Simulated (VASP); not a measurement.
A run of VASP 6.6.1:

File INCAR:

```
PREC = Accurate
ENCUT = 520
EDIFF = 1E-6
ISMEAR = 0
SIGMA = 0.1
LREAL = F
LASPH = T
NELM = 60
ALGO = Fast
ISIF = 2
LWAVE = F
LCHARG = T
GGA = PE
LELF = T
LVHAR = T
NBANDS = 96
```

The input KPOINTS:

```
regular mesh
0
Gamma
  8 8 6
```

POSCAR

```
Ge8Mo3W
1.0
    4.7213432681      0.0000000000      0.0000000000
    0.0000000000      4.7213432681      0.0000000000
    0.0000000000      0.0000000000      8.2866489632
Ge Mo W
8 3 1
Direct
    0.0000000000      0.5000000000      0.3377485406
    0.0000000000      0.0000000000      0.8382077202
    0.5000000000      0.5000000000      0.8386370293
    0.5000000000      0.0000000000      0.3377485406
    0.0000000000      0.5000000000      0.6622514594
    0.0000000000      0.0000000000      0.1617922798
    0.5000000000      0.5000000000      0.1613629707
    0.5000000000      0.0000000000      0.6622514594
    0.0000000000      0.5000000000      0.0000000000
    0.0000000000      0.0000000000      0.5000000000
    0.5000000000      0.0000000000      0.0000000000
    0.5000000000      0.5000000000      0.5000000000
```

Potentials or basis: VASP PAW PBE potentials, release 64 (Ge_d, Mo_sv, W_sv).

Run with:

```sh
$ cat potpaw_PBE.64/Ge_d/POTCAR potpaw_PBE.64/Mo_sv/POTCAR potpaw_PBE.64/W_sv/POTCAR > POTCAR
$ mpirun -np 1 vasp_std > vasp.out
```

Hardware: 1 thread of Oxide Virtual Turin-like Processor, with other jobs on the host.

Question: Estimate the wall time of this run.

Answer: Run time: 30 min on 1 thread of Oxide Virtual Turin-like Processor (shared host), peak memory 0.8 GiB. Counts: scf iterations 29, k points 60.
